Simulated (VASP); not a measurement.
# CdS (rocksalt type) (Fm-3m) in VASP: notebook

The runs below take CdS (rocksalt type) through single point, with r2SCAN.

Program: VASP 6.6.1. These are calculated values, not measurements. Logs are shortened: lines on timing, memory, paths and dates and some standing lists are left out, and cuts for length are marked.

## Step 1: The cell of the first run

The structure is cubic, space group Fm-3m (No. 225). Conventional cell: a = 5.226 Å, b = 5.226 Å, c = 5.226 Å, α = 90.00°, β = 90.00°, γ = 90.00°. Within 3.4 Å of Cd (site symmetry m-3m) lie 6 S at 2.61 Å. S (site symmetry m-3m) has 6 Cd at 2.61 Å within 3.4 Å.

## Step 2: Single point, r2SCAN (17.84 Å³/atom)

File POSCAR:

```
CdS
1.0
    0.0000000000      2.6129729345      2.6129729345
    2.6129729345      0.0000000000      2.6129729345
    2.6129729345      2.6129729345      0.0000000000
Cd S
1 1
Direct
    0.0000000000      0.0000000000      0.0000000000
    0.5000000000      0.5000000000      0.5000000000
```

File INCAR.step1:

```
PREC = Accurate
ENCUT = 550
ISMEAR = -1
SIGMA = 0.05
LREAL = F
LASPH = T
NELM = 120
NBANDS = 16
GGA = PE
ALGO = Normal
EDIFF = 1E-5
LWAVE = T
LCHARG = F
GGA_COMPAT = F
```

File INCAR.step2:

```
PREC = Accurate
ENCUT = 550
EDIFF = 1E-6
ISMEAR = -1
SIGMA = 0.05
LREAL = F
LASPH = T
NELM = 120
ALGO = Normal
ISIF = 2
LWAVE = F
LCHARG = F
METAGGA = R2SCAN
LMIXTAU = T
NBANDS = 16
ISTART = 1
GGA_COMPAT = F
```

File KPOINTS:

```
Automatic mesh
0
Gamma
  14 14 14
```

Potentials or basis: VASP PAW PBE potentials, release 64 (Cd, S).

Run with:

```sh
> cat potpaw_PBE.64/Cd/POTCAR potpaw_PBE.64/S/POTCAR > POTCAR
> cp INCAR.step1 INCAR
> mpirun -np 1 vasp_std > vasp.out
> cp INCAR.step2 INCAR
> mpirun -np 1 vasp_std > vasp.out
```

OUTCAR:

```text
PREC = Accurate
   ENCUT = 550
   EDIFF = 1E-6
   ISMEAR = -1
   LREAL = F
   LASPH = T
   NELM = 120
   ISIF = 2
   METAGGA = R2SCAN
   ISTART = 1

 ion  position               nearest neighbor table
   1  0.000  0.000  0.000-   2 2.61   2 2.61   2 2.61   2 2.61   2 2.61   2 2.61
   2  0.500  0.500  0.500-   1 2.61   1 2.61   1 2.61   1 2.61   1 2.61   1 2.61

  LATTYP: Found a face centered cubic cell.
 ALAT       =     5.2259458690

  Lattice vectors:

 A1 = (   0.0000000000,   2.6129729345,   2.6129729345)
 A2 = (   2.6129729345,   0.0000000000,   2.6129729345)
 A3 = (   2.6129729345,   2.6129729345,   0.0000000000)

Analysis of symmetry for initial positions (statically):
=====================================================================
 Subroutine PRICEL returns:
 Original cell was already a primitive cell.

 Routine SETGRP: Setting up the symmetry group for a
 face centered cubic supercell.

 Subroutine GETGRP returns: Found 48 space group operations
 (whereof 48 operations were pure point group operations)
 out of a pool of 48 trial point group operations.

The static configuration has the point symmetry O_h .

Analysis of symmetry for dynamics (positions and initial velocities):
=====================================================================
 Subroutine PRICEL returns:
 Original cell was already a primitive cell.

 Routine SETGRP: Setting up the symmetry group for a
 face centered cubic supercell.

 Subroutine GETGRP returns: Found 48 space group operations
 (whereof 48 operations were pure point group operations)
 out of a pool of 48 trial point group operations.

The dynamic configuration has the point symmetry O_h .

 Subroutine INISYM returns: Found 48 space group operations
 (whereof 48 operations are pure point group operations),
 and found     1 'primitive' translations

----------------------------------------------------------------------------------------

                                     Primitive cell

  volume of cell :      35.6808

  direct lattice vectors                    reciprocal lattice vectors
     0.000000000  2.612972935  2.612972935    -0.191352920  0.191352920  0.191352920
     2.612972935  0.000000000  2.612972935     0.191352920 -0.191352920  0.191352920
     2.612972935  2.612972935  0.000000000     0.191352920  0.191352920 -0.191352920

  length of vectors
     3.695301762  3.695301762  3.695301762     0.331432979  0.331432979  0.331432979

  position of ions in fractional coordinates (direct lattice)
     0.000000000  0.000000000  0.000000000
     0.500000000  0.500000000  0.500000000

  ion indices of the primitive-cell ions
   primitive index   ion index
                 1           1
                 2           2

----------------------------------------------------------------------------------------

 KPOINTS: Automatic mesh

Automatic generation of k-mesh.
 Grid dimensions read from file:
 generate k-points for:   14   14   14

 Generating k-lattice:

  Cartesian coordinates                     Fractional coordinates (reciprocal lattice)
    -0.013668066  0.013668066  0.013668066     0.071428571  0.000000000  0.000000000
     0.013668066 -0.013668066  0.013668066     0.000000000  0.071428571  0.000000000
     0.013668066  0.013668066 -0.013668066     0.000000000  0.000000000  0.071428571

  Length of vectors
     0.023673784  0.023673784  0.023673784

  Shift w.r.t. Gamma in fractional coordinates (k-lattice)
     0.000000000  0.000000000  0.000000000

 Subroutine IBZKPT returns following result:
 ===========================================

 Found    104 irreducible k-points:

 Following reciprocal coordinates:
            Coordinates               Weight
  0.000000  0.000000  0.000000      1.000000
  0.071429  0.000000  0.000000      8.000000
  0.142857  0.000000  0.000000      8.000000
  0.214286  0.000000  0.000000      8.000000
  0.285714  0.000000  0.000000      8.000000
  0.357143  0.000000  0.000000      8.000000
[... 16 lines left out ...]
  0.214286  0.142857  0.000000     24.000000
  0.285714  0.142857  0.000000     24.000000
 [... further k-points ...]
   k-points           NKPTS =    104   k-points in BZ     NKDIM =    104   number of bands    NBANDS=     16
   number of dos      NEDOS =    301   number of ions     NIONS =      2
   total plane-waves  NPLWV =  21952
   dimension x,y,z NGX =    28 NGY =   28 NGZ =   28
   dimension x,y,z NGXF=    56 NGYF=   56 NGZF=   56
   ions per type =               1   1
   NGX,Y,Z   is equivalent  to a cutoff of  12.60, 12.60, 12.60 a.u.
   NGXF,Y,Z  is equivalent  to a cutoff of  25.19, 25.19, 25.19 a.u.
 SYSTEM =  unknown system
   PREC   = accura    normal or accurate (medium, high low for compatibility)
   ISTART =      1    job   : 0-new  1-cont  2-samecut
   ICHARG =      0    charge: 1-file 2-atom 10-const
   ISPIN  =      1    spin polarized calculation?
   LNONCOLLINEAR =      F non collinear calculations
   LSORBIT =      F    spin-orbit coupling
   LASPH  =      T    aspherical Exc in radial PAW
   ENCUT  =  550.0 eV  40.42 Ry    6.36 a.u.   7.07  7.07  7.07*2*pi/ulx,y,z
   NELM   =    120;   NELMIN=  2; NELMDL=  0     # of ELM steps
   EDIFF  = 0.1E-05   stopping-criterion for ELM
   LREAL  =      F    real-space projection
   EDIFFG = 0.1E-04   stopping-criterion for IOM
   NSW    =      0    number of steps for IOM
   IBRION =     -1    ionic relax: 0-MD 1-quasi-New 2-CG
   NFREE  =      0    steps in history (QN), initial steepest desc. (CG)
   ISIF   =      2    stress and relaxation
   ISYM   =      2    0-nonsym 1-usesym 2-fastsym
   POTIM  = 0.5000    time-step for ionic-motion
   TEBEG  =    0.0;   TEEND  =   0.0 temperature during run
   PSTRESS=    0.0 pullay stress
   NELECT =      18.0000    total number of electrons
   NUPDOWN=      -1.0000    fix difference up-down
   EMIN   =  10.00;   EMAX   =-10.00  energy-range for DOS
   EFERMI =   0.00;   METHOD = LEGACY
   ISMEAR =    -1;   SIGMA  =   0.05  broadening in eV -4-tet -1-fermi 0-gaus
   EFERMI_NEDOS =   21; number of points for ismear=-14 and -15
   IALGO  =     38    algorithm
   IMIX   =      4    mixing-type and parameters
     AMIX     =   0.40;   BMIX     =  1.00
     AMIX_MAG =   1.60;   BMIX_MAG =  1.00
  volume/ion in A,a.u.               =      17.84       120.39
  Fermi-wavevector in a.u.,A,eV,Ry     =   1.303229  2.462746 23.108216  1.698406
  Thomas-Fermi vector in A             =   2.434245
   LORBIT       =      0    0 simple, 1 ext, 2 COOP (PROOUT), +10 PAW based schemes
   METAGGA = R2SCAN    functional components
   LHFCALC =     F    Hartree Fock is set to
   AEXX    =    0.0000 exact exchange contribution
   IVDW    =     0    specifies the selected vdW correction
   LEPSILON=     F    determine dielectric tensor
   LRPA    =     F    only Hartree local field effects (RPA)
 non-spin polarized calculation
  energy-cutoff  :      550.00
  volume of cell :       35.68
 maximum number of plane-waves:      1059
   NGX = 15   NGY = 15   NGZ = 15

 number of electron      17.9999995 magnetization

 Free energy of the ion-electron system (eV)
  ---------------------------------------------------
  ext. energy  EPLUGINS =         0.00000000
  ---------------------------------------------------
  free energy    TOTEN  =       -29.31390911 eV

  energy without entropy =      -29.31389963  energy(sigma->0) =      -29.31390437

 E-fermi :   4.5842     XC(G=0): -11.7075

 val. band max:        4.1617941592   @ k =   0.5000   0.0000   0.0000
 cond. band min:       4.8477361972   @ k =   0.5000   0.5000   0.0000
 fundamental gap:      0.6859420380
 Fermi energy:         4.5841926120

 k-point     1 :       0.0000    0.0000    0.0000
  band No.  band energies     occupation
      1     -10.2405      2.00000
      2      -4.0686      2.00000
      3      -4.0686      2.00000
      4      -4.0607      2.00000
      5      -4.0607      2.00000
      6      -4.0607      2.00000
[... 8 lines left out ...]
     15      17.4593      0.00000
     16      17.4593      0.00000

 k-point     2 :       0.0714    0.0000    0.0000
  band No.  band energies     occupation
      1     -10.1832      2.00000
      2      -4.0942      2.00000
      3      -4.0942      2.00000
      4      -4.0695      2.00000
      5      -4.0472      2.00000
      6      -4.0472      2.00000
[... 8 lines left out ...]
     15      16.0952      0.00000
     16      16.5522      0.00000

 k-point     3 :       0.1429    0.0000    0.0000
  band No.  band energies     occupation
      1     -10.0162      2.00000
      2      -4.1671      2.00000
      3      -4.1671      2.00000
      4      -4.0981      2.00000
      5      -4.0065      2.00000
      6      -4.0065      2.00000
[... 8 lines left out ...]
     15      15.3601      0.00000
     16      16.6144      0.00000

 k-point     4 :       0.2143    0.0000    0.0000
  band No.  band energies     occupation
      1      -9.7544      2.00000
      2      -4.2688      2.00000
      3      -4.2688      2.00000
      4      -4.1534      2.00000
      5      -3.9469      2.00000
      6      -3.9469      2.00000
[... 8 lines left out ...]
     15      15.5090      0.00000
     16      16.4170      0.00000
[... 324 lines left out ...]
 k-point    22 :       0.1429    0.1429    0.0000
  band No.  band energies     occupation
      1      -9.9561      2.00000
      2      -4.2727      2.00000
      3      -4.1052      2.00000
      4      -4.0390      2.00000
      5      -4.0113      2.00000
      6      -4.0112      2.00000
[... 8 lines left out ...]
     15      17.6817      0.00000
     16      18.4389      0.00000

 k-point    23 :       0.2143    0.1429    0.0000
  band No.  band energies     occupation
      1      -9.7810      2.00000
      2      -4.3486      2.00000
      3      -4.1300      2.00000
      4      -4.0823      2.00000
      5      -3.9777      2.00000
      6      -3.9447      2.00000
[... 8 lines left out ...]
     15      17.4093      0.00000
     16      18.5988      0.00000

 k-point    24 :       0.2857    0.1429    0.0000
  band No.  band energies     occupation
      1      -9.5326      2.00000
      2      -4.4144      2.00000
      3      -4.1676      2.00000
      4      -4.1650      2.00000
      5      -3.9289      2.00000
      6      -3.8684      2.00000
[... 8 lines left out ...]
     15      17.4326      0.00000
     16      18.3611      0.00000

 [... further k-points ...]

------------------------ aborting loop because EDIFF is reached ----------------------------------------

  FORCE on cell =-STRESS in cart. coord.  units (eV):
  Direction    XX          YY          ZZ          XY          YZ          ZX
  --------------------------------------------------------------------------------------
  -------------------------------------------------------------------------------------
  Total        3.3384705      3.3384705      3.3384705     -0.0000000      0.0000000     -0.0000000
  in kB      149.9075128    149.9075128    149.9075128     -0.0000000      0.0000000     -0.0000000
  external PRESSURE =     149.9075128 kB  Pullay stress =       0.0000000 kB

 VOLUME and BASIS-vectors are now :
 -----------------------------------------------------------------------------
  energy-cutoff  :      550.00
  volume of cell :       35.68
      direct lattice vectors                 reciprocal lattice vectors
     0.000000000  2.612972935  2.612972935    -0.191352920  0.191352920  0.191352920
     2.612972935  0.000000000  2.612972935     0.191352920 -0.191352920  0.191352920
     2.612972935  2.612972935  0.000000000     0.191352920  0.191352920 -0.191352920

 POSITION                                       TOTAL-FORCE (eV/Angst)
 -----------------------------------------------------------------------------------
      0.00000      0.00000      0.00000         0.000000      0.000000     -0.000000
      2.61297      2.61297      2.61297        -0.000000     -0.000000      0.000000
 -----------------------------------------------------------------------------------
    total drift:                                0.000000      0.000000      0.000000

  FREE ENERGIE OF THE ION-ELECTRON SYSTEM (eV)
  ---------------------------------------------------
  free  energy   TOTEN  =       -29.3139091146 eV

  energy  without entropy=      -29.3138996275  energy(sigma->0) =      -29.31390437
```

It took 2.1 min on 1 thread of AMD EPYC 9R45 (Zen 5), shared host; peak memory 0.18 GiB.

What came out:

```yaml
Free_energy: -29.3139 eV
Pressure: 15.0 GPa
Band_gap_on_the_k_mesh: 0.69 eV (least direct gap 3.37 eV)
```

Caveat: the cell stands under pressure; the PAW data sets were made with another functional, which shifts forces and pressure a little.

## Step 3: Single point, r2SCAN (19.06 Å³/atom)

This run uses another cell than the first one, of 19.06 Å³/atom.

File POSCAR:

```
CdS
1.0
    0.0000000000      2.6710579175      2.6710579175
    2.6710579175      0.0000000000      2.6710579175
    2.6710579175      2.6710579175      0.0000000000
Cd S
1 1
Direct
    0.0000000000      0.0000000000      0.0000000000
    0.5000000000      0.5000000000      0.5000000000
```

File INCAR.step1:

```
PREC     = Accurate       # precision mode
ENCUT    = 550            # plane-wave cutoff, eV
ISMEAR   = -1             # smearing method
SIGMA    = 0.05           # smearing width, eV
LREAL    = F              # projectors in reciprocal space
LASPH    = T              # aspherical terms in the spheres
NELM     = 120            # most SCF steps
NBANDS   = 16             # bands
GGA      = PE             # functional
ALGO     = Normal         # electronic algorithm
EDIFF    = 1E-5           # SCF threshold, eV
LWAVE    = T              # write WAVECAR
LCHARG   = F              # write CHGCAR
GGA_COMPAT= F
```

File INCAR.step2:

```
PREC     = Accurate       # precision mode
ENCUT    = 550            # plane-wave cutoff, eV
EDIFF    = 1E-6           # SCF threshold, eV
ISMEAR   = -1             # smearing method
SIGMA    = 0.05           # smearing width, eV
LREAL    = F              # projectors in reciprocal space
LASPH    = T              # aspherical terms in the spheres
NELM     = 120            # most SCF steps
ALGO     = Normal         # electronic algorithm
ISIF     = 2              # what is computed and relaxed
LWAVE    = F              # write WAVECAR
LCHARG   = T              # write CHGCAR
METAGGA  = R2SCAN         # meta-GGA
LMIXTAU  = T            
LELF     = T              # ELF
LVHAR    = T            
NBANDS   = 16             # bands
ISTART   = 1            
GGA_COMPAT= F
```

KPOINTS is that of step 2.

Potentials or basis: VASP PAW PBE potentials, release 64 (Cd, S).

Run with:

```sh
> cat potpaw_PBE.64/Cd/POTCAR potpaw_PBE.64/S/POTCAR > POTCAR
> cp INCAR.step1 INCAR
> mpirun -np 1 vasp_std > vasp.out
> cp INCAR.step2 INCAR
> mpirun -np 1 vasp_std > vasp.out
```

Run time: 2.9 min. Hardware: 1 thread of AMD EPYC 9R45 (Zen 5), shared host; peak memory 0.19 GiB.

It converged, with:

| Item | Value |
| --- | --- |
| Free energy | -29.4739 eV |
| Pressure | 6.5 GPa |
| Band gap on the k mesh | 0.72 eV (least direct gap 2.82 eV) |

Levels at points of the mesh, in eV from the valence-band top:
```
           k point  band 6  band 7  band 8  band 9  band 10  band 11  band 12  band 13
(0.00, 0.00, 0.00)   -8.01   -0.92   -0.92   -0.92     1.90     9.74     9.74     9.74
(0.50, 0.00, 0.00)   -7.76   -5.23    0.00    0.00     4.00     6.40     6.40     8.17
(0.50, 0.50, 0.00)   -6.81   -4.81   -2.48   -2.48     0.72     6.32    11.23    12.79
```

Caveat: the cell stands under pressure; the PAW data sets were made with another functional, which shifts forces and pressure a little. A k mesh can miss the band edges.

## Step 4: Single point, r2SCAN

This run uses another cell than the first one, of 20.27 Å³/atom.

File POSCAR:

```
CdS
1.0
    0.0000000000      2.7267209015      2.7267209015
    2.7267209015      0.0000000000      2.7267209015
    2.7267209015      2.7267209015      0.0000000000
Cd S
1 1
Direct
    0.0000000000      0.0000000000      0.0000000000
    0.5000000000      0.5000000000      0.5000000000
```

File INCAR.step1:

```
PREC = Accurate ; ENCUT = 550
ISMEAR = -1 ; SIGMA = 0.05
LREAL = F ; LASPH = T
NELM = 120 ; NBANDS = 16
GGA = PE ; ALGO = Normal
EDIFF = 1E-5 ; LWAVE = T
LCHARG = F ; GGA_COMPAT = F
```

File INCAR.step2:

```
PREC = Accurate ; ENCUT = 550
EDIFF = 1E-6 ; ISMEAR = -1
SIGMA = 0.05 ; LREAL = F
LASPH = T ; NELM = 120
ALGO = Normal ; ISIF = 2
LWAVE = F ; LCHARG = T
METAGGA = R2SCAN ; LMIXTAU = T
LELF = T ; LVHAR = T
NBANDS = 16 ; ISTART = 1
GGA_COMPAT = F
```

File KPOINTS:

```
regular mesh
0
Gamma
  14 14 14
```

Run with:

```sh
> cat potpaw_PBE.64/Cd/POTCAR potpaw_PBE.64/S/POTCAR > POTCAR
> cp INCAR.step1 INCAR
> mpirun -np 1 vasp_std > vasp.out
> cp INCAR.step2 INCAR
> mpirun -np 1 vasp_std > vasp.out
```

Run time: 3.3 min. Hardware: 1 thread of AMD EPYC 9R45 (Zen 5), shared host; peak memory 0.19 GiB.

Results (log left out):

```yaml
Free_energy: -29.5249 eV
Pressure: 0.5 GPa
Band_gap_on_the_k_mesh: 0.73 eV (least direct gap 2.35 eV)
```

Levels at points of the mesh, in eV from the valence-band top:
```
           k point  band 6  band 7  band 8  band 9  band 10  band 11  band 12  band 13
(0.00, 0.00, 0.00)   -7.86   -0.77   -0.77   -0.77     1.59     9.73     9.73     9.73
(0.50, 0.00, 0.00)   -7.65   -4.92    0.00    0.00     4.05     6.46     6.46     7.60
(0.50, 0.50, 0.00)   -6.85   -4.36   -2.20   -2.20     0.73     6.42    10.78    12.28
```

Caveat: the PAW data sets were made with another functional, which shifts forces and pressure a little.

## Step 5: Overview

| cell | gap on the mesh (eV) | pressure (GPa) |
| --- | --- | --- |
| a = 3.695 Å, angles 60.0°, 2 atoms | 0.69 | 15.0 |
| a = 3.777 Å, angles 60.0°, 2 atoms | 0.72 | 6.5 |
| a = 3.856 Å, angles 60.0°, 2 atoms | 0.73 | 0.5 |

Alike in all rows: task single point; level r2SCAN; potentials or basis VASP PAW PBE potentials, release 64 (Cd, S); no spin polarisation; k mesh 14 × 14 × 14; cutoff (eV) 550; smearing fermi-dirac 0.05 eV.

Caveats: the PAW data sets were made with another functional, which shifts forces and pressure a little; the cell stands under pressure (at least some runs).

Absolute energies hang on the potentials; compare differences alone.
